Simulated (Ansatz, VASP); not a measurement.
One calculation of HgTe, two programs

Contents of POSCAR:

```
HgTe
1.0
    0.0000000000      3.1800000000      3.1800000000
    3.1800000000      0.0000000000      3.1800000000
    3.1800000000      3.1800000000      0.0000000000
Hg Te
1 1
Direct
    0.0000000000      0.0000000000      0.0000000000
    0.5000000000      0.5000000000      0.5000000000
```

INCAR.step1

```
PREC = Accurate ; ENCUT = 520
EDIFF = 1E-5 ; ISMEAR = -1
SIGMA = 0.05 ; LREAL = F
LASPH = T ; NELM = 150
ALGO = Normal ; ISIF = 2
LWAVE = T ; LCHARG = F
MAGMOM = 0 0 0 0 0 0 ; LORBIT = 11
LSORBIT = T ; GGA_COMPAT = F
LORBMOM = T ; GGA = PE
NBANDS = 30
```

INCAR.step2

```
PREC = Accurate ; ENCUT = 520
EDIFF = 1E-7 ; ISMEAR = -1
SIGMA = 0.05 ; LREAL = F
LASPH = T ; NELM = 150
ALGO = Normal ; ISIF = 2
LWAVE = F ; LCHARG = F
MAGMOM = 0 0 0 0 0 0 ; LORBIT = 11
LSORBIT = T ; GGA_COMPAT = F
LORBMOM = T ; GGA = PE
LHFCALC = T ; HFSCREEN = 0.2079
PRECFOCK = Normal ; ISTART = 1
NBANDS = 30
```

File KPOINTS:

```
Automatic mesh
0
Gamma
  3 3 3
```

Contents of input:

```
crystal:
  lattice:
    - [0.0, 3.18, 3.18]
    - [3.18, 0.0, 3.18]
    - [3.18, 3.18, 0.0]
  atoms:
    - { symbol: Hg, position: [0.0, 0.0, 0.0] }
    - { symbol: Te, position: [0.5, 0.5, 0.5] }
hamiltonian:
  xc: hse06
  pseudopotentials: { kind: paw_fr }
magnetization:
  noncollinear: true
  spin_orbit: true
kpoints:
  mp_grid: { grid: [3, 3, 3] }
scf:
  occupations: { method: fermi_dirac, width: 0.05 }
output:
  forces: true
  stress: true
  eigenvalues: true
  write_density: true
  write_potential: true
  elf: true
  volumetric_format: npy
```

Alike in both runs: task single point; functional HSE06; k mesh 3 × 3 × 3; occupations fermi-dirac, width 0.05 eV; non-collinear spin, spin-orbit coupling.

|  | VASP | Ansatz |
| --- | --- | --- |
| version | VASP 6.6.1 | Ansatz 0.2.0 |
| potentials or method | VASP PAW PBE potentials, release 64 (Hg, Te) | Ansatz PAW |
| plane-wave cutoff (eV) | 520 | 420 |
| valence electrons in the cell | 18 | 36 |

```tsv
	VASP	Ansatz	Ansatz less VASP
pressure (GPa)	-3.8	-3.8	-0.02
net moment per atom (μB)	0.00	0.00	0.000
```

VASP's potentials hold 18 valence electrons a cell and Ansatz's 36, so a difference there can come from the potentials and not from the codes.

The k mesh is coarse, so the values compare programs but aren't converged.
